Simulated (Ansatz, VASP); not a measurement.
## H: VASP beside Ansatz

The input INCAR:

```
PREC = Accurate
ENCUT = 500
EDIFF = 1E-6
ISMEAR = 0
SIGMA = 0.02
LREAL = False
LASPH = True
NELM = 120
ALGO = Normal
ISIF = 2
LWAVE = False
LCHARG = False
GGA = PE
NBANDS = 10
GGA_COMPAT = False
```

KPOINTS

```
regular mesh
0
Gamma
  8 8 4
```

File POSCAR:

```
H
1.0
    1.6055051785     -2.6466780923      0.0156115967
    1.6055051785      2.6466780923      0.0156115967
    0.0597913888      0.0000000000      6.0384251705
H
4
Direct
    0.5715799431      0.4448398086      0.9927802995
    0.4366036160      0.5633437505     -0.0088626137
    0.4366562495      0.5633963840      0.5088626137
    0.5551601914      0.4284200569      0.5072197005
```

Input for Ansatz:

```yaml
crystal:
  lattice:
    - [1.6055051785, -2.6466780923, 0.0156115967]
    - [1.6055051785, 2.6466780923, 0.0156115967]
    - [0.0597913888, 0.0, 6.0384251705]
  atoms:
    - { symbol: H, position: [0.5715799431, 0.4448398086, 0.9927802995] }
    - { symbol: H, position: [0.436603616, 0.5633437505, -0.0088626137] }
    - { symbol: H, position: [0.4366562495, 0.563396384, 0.5088626137] }
    - { symbol: H, position: [0.5551601914, 0.4284200569, 0.5072197005] }
basis:
  ecutwfc: 420
kpoints:
  mp_grid: { grid: [8, 8, 4] }
hamiltonian:
  xc: pbe
scf:
  occupations: { method: gaussian, width: 0.02 }
output:
  forces: true
  stress: true
  eigenvalues: true
```

Alike in both runs: task single point; functional PBE; k mesh 8 × 8 × 4; occupations gaussian, width 0.02 eV; no spin polarisation.

```csv
,VASP,Ansatz
version,VASP 6.6.1,Ansatz 0.2.0
potentials or method,"VASP PAW PBE potentials, release 64 (H), cutoff 500 eV","scalar-relativistic, plane waves, PAW"
valence electrons in the cell,4,4
```

```tsv
	VASP	Ansatz	Ansatz less VASP
gap on the k mesh at the Fermi level (eV)	8.97	8.97	+0.002
least direct gap on the mesh (eV)	8.98	8.98	+0.001
pressure (GPa)	5.0	5.3	+0.25
traceless stress, the component that is largest in VASP (GPa)	9.71	9.73	+0.026
rms of the force components (eV/Å)	2.025	2.022	-0.0030
```

Atom by atom the forces differ by 0.003 eV/Å (rms over components). With one functional, cell and mesh, what is left measures potentials, basis and numerics.
